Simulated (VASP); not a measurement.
Crystal: Li2TiO2.

```
CELL_PARAMETERS angstrom
-1.77456 1.77456 4.12243
1.77456 -1.77456 4.12243
1.77456 1.77456 -4.12243
ATOMIC_POSITIONS crystal
Li 0.75000 0.25000 0.50000
Li 0.25000 0.75000 0.50000
Ti 0.00000 0.00000 0.00000
O 0.39000 0.39000 0.00000
O 0.61000 0.61000 0.00000
```

The cell was generated, and may not be a known phase.

* Program: VASP 6.6.1
* Task: relaxation of cell and atoms
* Functional: PBE
* Potentials or basis: VASP PAW PBE potentials, release 64 (Li_sv, Ti_sv, O)
* Cutoff: 600 eV
* k mesh: 6 × 6 × 6
* Occupations: gaussian, width 0.1 eV
* Spin: collinear spin
* Starting moments: [0.0, 0.0, 1.0, 0.0, 0.0] μB

At the start: pressure -2.4 GPa; volume 10.39 Å³/atom.

Task: Where does the relaxation end?

Result: Over 11 steps the energy falls by 1011.9 meV/atom and the volume is 8.10 Å³/atom (-22.0 %); space group I4/mmm (No. 139, to 0.1 Å) before and after; moment 0.00 μB per cell.

The path:
```
step  energy change (eV)  largest force (eV/Å)  pressure (GPa)  volume (Å³)
   1              0.0000                6.3295           -2.40        51.93
   2             -3.4683                1.0233           -9.49        50.21
   3             -3.4903                1.3702           -8.79        50.05
   4             -4.2487                1.9859           -7.30        45.89
   5             -3.0426                1.8694           44.68        33.50
   6             -4.6416                2.2558           -1.24        42.35
   7             -4.6919                2.3560            5.04        40.26
   8             -4.9359                0.0267            3.67        39.36
   9             -4.9574                0.5148            3.46        39.56
  10             -5.0576                0.0812           -0.48        40.63
  11             -5.0596                0.0046           -0.06        40.50
```

Final structure:
```
Li Ti O
1.0
    -1.43026    1.43026    4.94941
     1.43026   -1.43026    4.94941
     1.43026    1.43026   -4.94941
Li Ti O
2 1 2
Direct
  0.75000 0.25000 0.50000
  0.25000 0.75000 0.50000
  0.00000 0.00000 0.00000
  0.37522 0.37522 0.00000
  0.62478 0.62478 0.00000
```

Caveat: the cutoff is under 1.25 times the usual one of these potentials, so pressure, stress and relaxed cells hold a basis-set (Pulay) error; the volume moved by over 15 % at a fixed basis, so the end points are rough.
